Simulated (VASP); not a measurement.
The system is OsO.

```xyz
2
Lattice="2.7772 0.0000 0.0000 0.0000 2.7772 0.0000 0.0000 0.0000 2.7772" Properties=species:S:1:pos:R:3 pbc="T T T"
Os    0.0000    0.0000    0.0000
O     1.3886    1.3886    1.3886
```

```yaml
Program: VASP 6.6.1
Task: relaxation of cell and atoms
Functional: PBE
Potentials_or_basis: VASP PAW PBE potentials, release 64 (Os, O)
Cutoff: 600 eV
k_mesh: 6 × 6 × 6
Occupations: gaussian, width 0.1 eV
Spin: no spin polarisation
```

At the start: pressure 5.2 GPa; volume 10.71 Å³/atom.

Question: How do energy, volume and symmetry change on relaxing?

Answer: Over 3 steps the energy falls by 3.1 meV/atom and the volume is 10.90 Å³/atom (+1.8 %); space group Pm-3m (No. 221, to 0.1 Å) before and after.

The path:
```csv
step,energy change (eV),largest force (eV/Å),pressure (GPa),volume (Å³)
1,0.0000,0.0000,5.22,21.42
2,0.0135,0.0000,-8.50,22.52
3,-0.0061,0.0000,-0.03,21.81
```

Final structure:
```cif
data_structure
_symmetry_space_group_name_H-M 'P 1'
_symmetry_Int_Tables_number 1
_cell_length_a 2.7937
_cell_length_b 2.7937
_cell_length_c 2.7937
_cell_angle_alpha 90.000
_cell_angle_beta 90.000
_cell_angle_gamma 90.000
_cell_volume 21.81
loop_
_atom_site_label
_atom_site_type_symbol
_atom_site_fract_x
_atom_site_fract_y
_atom_site_fract_z
_atom_site_occupancy
Os1 Os 0.00000 0.00000 0.00000 1
O1 O 0.50000 0.50000 0.50000 1
```

Caveat: the k points lie up to 0.37 Å⁻¹ apart in the final cell, too coarse for converged energies and pressures of a metal.
